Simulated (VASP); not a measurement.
# VPt (P4/mmm) in VASP: further runs, part 2 of 2

VASP 6.6.1.

### 5 Single point, LDA, collinear spin

This run uses another cell than the first one, of 13.46 Å³/atom.

Input file INCAR:

```
SYSTEM = VPt
  PREC = Accurate
  ENCUT = 520
  EDIFF = 1E-7
  ISMEAR = 0
  SIGMA = 0.1
  LREAL = .FALSE.
  LASPH = .TRUE.
  NELM = 150
  ALGO = Normal
  ISIF = 2
  LWAVE = .FALSE.
  LCHARG = .TRUE.
  ISPIN = 2
  MAGMOM = 0.13 0
  LORBIT = 11
  LMAXMIX = 4
  LELF = .TRUE.
  LVHAR = .TRUE.
  NBANDS = 22
```

Input file KPOINTS:

```
regular mesh
0
G
  8 8 6
  0 0 0
```

Input file POSCAR:

```
VPt
1.0
    2.6478136076      0.0000000000      0.0000000000
    0.0000000000      2.6478136076      0.0000000000
    0.0000000000      0.0000000000      3.8401832385
V Pt
1 1
Direct
    0.5000000000      0.5000000000      0.5000000000
    0.0000000000      0.0000000000      0.0000000000
```

Potentials or basis: VASP PAW LDA potentials, release 64 (V_sv, Pt).

Command:

```sh
$ cat potpaw_LDA.64/V_sv/POTCAR potpaw_LDA.64/Pt/POTCAR > POTCAR
$ mpirun -np 1 vasp_std > vasp.out
```

OUTCAR:

```text
SYSTEM = VPt
   PREC = Accurate
   ENCUT = 520
   EDIFF = 1E-7
   ISMEAR = 0
   LREAL = .FALSE.
   LASPH = .TRUE.
   NELM = 150
   ISIF = 2
   ISPIN = 2
   LORBIT = 11

 ion  position               nearest neighbor table
   1  0.500  0.500  0.500-   2 2.68   2 2.68   2 2.68   2 2.68   2 2.68   2 2.68   2 2.68   2 2.68

   2  0.000  0.000  0.000-   1 2.68   1 2.68   1 2.68   1 2.68   1 2.68   1 2.68   1 2.68   1 2.68

  LATTYP: Found a simple tetragonal cell.
 ALAT       =     2.6478136076
 C/A-ratio  =     1.4503223442

  Lattice vectors:

 A1 = (   2.6478136076,   0.0000000000,   0.0000000000)
 A2 = (   0.0000000000,   2.6478136076,   0.0000000000)
 A3 = (   0.0000000000,   0.0000000000,   3.8401832385)

Analysis of symmetry for initial positions (statically):
=====================================================================
 Subroutine PRICEL returns:
 Original cell was already a primitive cell.

 Routine SETGRP: Setting up the symmetry group for a
 simple tetragonal supercell.

 Subroutine GETGRP returns: Found 16 space group operations
 (whereof 16 operations were pure point group operations)
 out of a pool of 16 trial point group operations.

The static configuration has the point symmetry D_4h.

Analysis of symmetry for dynamics (positions and initial velocities):
=====================================================================
 Subroutine PRICEL returns:
 Original cell was already a primitive cell.

 Routine SETGRP: Setting up the symmetry group for a
 simple tetragonal supercell.

 Subroutine GETGRP returns: Found 16 space group operations
 (whereof 16 operations were pure point group operations)
 out of a pool of 16 trial point group operations.

The dynamic configuration has the point symmetry D_4h.

Analysis of structural, dynamic, and magnetic symmetry:
=====================================================================
 Subroutine PRICEL returns:
 Original cell was already a primitive cell.

 Routine SETGRP: Setting up the symmetry group for a
 simple tetragonal supercell.

[... 145 lines left out ...]
 number of electron      23.0000002 magnetization      -0.0000040

 Free energy of the ion-electron system (eV)
  ---------------------------------------------------
  ext. energy  EPLUGINS =         0.00000000
  ---------------------------------------------------
  free energy    TOTEN  =       -18.62903514 eV

  energy without entropy =      -18.62451217  energy(sigma->0) =      -18.62677366

 E-fermi :  11.9528     XC(G=0): -13.8143

 val. band max:       11.8808723698   @ k =   0.3750   0.3750   0.1667
 cond. band min:      11.9604741199   @ k =   0.0000   0.0000   0.0000
 fundamental gap:      0.0796017502
 Fermi energy:        11.9528219719

 spin component 1

 k-point     1 :       0.0000    0.0000    0.0000
  band No.  band energies     occupation
      1     -51.7832      1.00000
      2     -26.1850      1.00000
      3     -25.6939      1.00000
      4     -25.6939      1.00000
      5       2.0450      1.00000
      6       4.8538      1.00000
[... 589 lines left out ...]
     21      29.0328      0.00000
     22      29.2025      0.00000

 [... further k-points ...]

 spin component 2

 k-point     1 :       0.0000    0.0000    0.0000
  band No.  band energies     occupation
      1     -51.7833      1.00000
      2     -26.1850      1.00000
      3     -25.6939      1.00000
      4     -25.6939      1.00000
      5       2.0450      1.00000
      6       4.8538      1.00000
[... 589 lines left out ...]
     21      29.0328      0.00000
     22      29.2025      0.00000

 [... further k-points ...]
[... 5 lines left out ...]
  --------------------------------------------------------------------------------------
  -------------------------------------------------------------------------------------
  Total        0.1416317      0.1416317      0.1478807      0.0000000      0.0000000      0.0000000
  in kB        8.4283842      8.4283842      8.8002568      0.0000000      0.0000000      0.0000000
  external PRESSURE =       8.5523418 kB  Pullay stress =       0.0000000 kB

 VOLUME and BASIS-vectors are now :
 -----------------------------------------------------------------------------
  energy-cutoff  :      520.00
  volume of cell :       26.92
      direct lattice vectors                 reciprocal lattice vectors
     2.647813608  0.000000000  0.000000000     0.377670089  0.000000000  0.000000000
     0.000000000  2.647813608  0.000000000     0.000000000  0.377670089  0.000000000
     0.000000000  0.000000000  3.840183238     0.000000000  0.000000000  0.260404241

 POSITION                                       TOTAL-FORCE (eV/Angst)
 -----------------------------------------------------------------------------------
      1.32391      1.32391      1.92009         0.000000      0.000000      0.000000
      0.00000      0.00000      0.00000         0.000000      0.000000      0.000000
 -----------------------------------------------------------------------------------
    total drift:                               -0.000000      0.000000      0.000000

  FREE ENERGIE OF THE ION-ELECTRON SYSTEM (eV)
  ---------------------------------------------------
  free  energy   TOTEN  =       -18.6290351441 eV

  energy  without entropy=      -18.6245121665  energy(sigma->0) =      -18.62677366

 total charge

# of ion       s       p       d       tot
------------------------------------------
    1        2.301   6.227   3.082  11.610
    2        0.796   0.851   8.021   9.668
--------------------------------------------------
tot          3.097   7.078  11.103  21.278

 magnetization (x)

# of ion       s       p       d       tot
------------------------------------------
    1        0.000   0.000   0.000   0.000
    2       -0.000  -0.000  -0.000  -0.000
--------------------------------------------------
tot          0.000  -0.000   0.000   0.000
```

Run time: 24 s. Hardware: 1 thread of Intel Xeon 6975P-C (Granite Rapids), shared host; peak memory 0.17 GiB.

What came out:

| Quantity | Value |
| --- | --- |
| Free energy | -18.6290 eV |
| Pressure | 0.9 GPa |
| Net moment | 0.00 μB per cell |
| Valence electrons inside the program's atomic spheres | V 11.61; Pt 9.67 |

Caveat: spin-orbit coupling is left out, which moves the levels of the heavy elements.

### 6 The runs side by side

```tsv
spin	cell	k mesh	smearing	gap on the mesh (eV)	pressure (GPa)
off	a = 2.638, b = 2.638, c = 3.804 Å, 2 atoms	16 × 16 × 12	fermi-dirac 0.15 eV	none	6.8
off	a = 2.655, b = 2.655, c = 3.831 Å, 2 atoms	16 × 16 × 12	fermi-dirac 0.15 eV	none	0.8
off	a = 2.672, b = 2.672, c = 3.857 Å, 2 atoms	16 × 16 × 12	fermi-dirac 0.15 eV	none	-4.6
collinear	a = 2.648, b = 2.648, c = 3.840 Å, 2 atoms	8 × 8 × 6	gaussian 0.1 eV	none	0.9
```

Alike in all rows: task single point; level LDA; potentials or basis VASP PAW LDA potentials, release 64 (V_sv, Pt); cutoff (eV) 520.

Caveats: spin-orbit coupling is left out, which moves the levels of the heavy elements; the cell stands under pressure (at least some runs); the cell stands under tension (at least some runs).

Absolute energies hang on the potentials; compare differences alone.
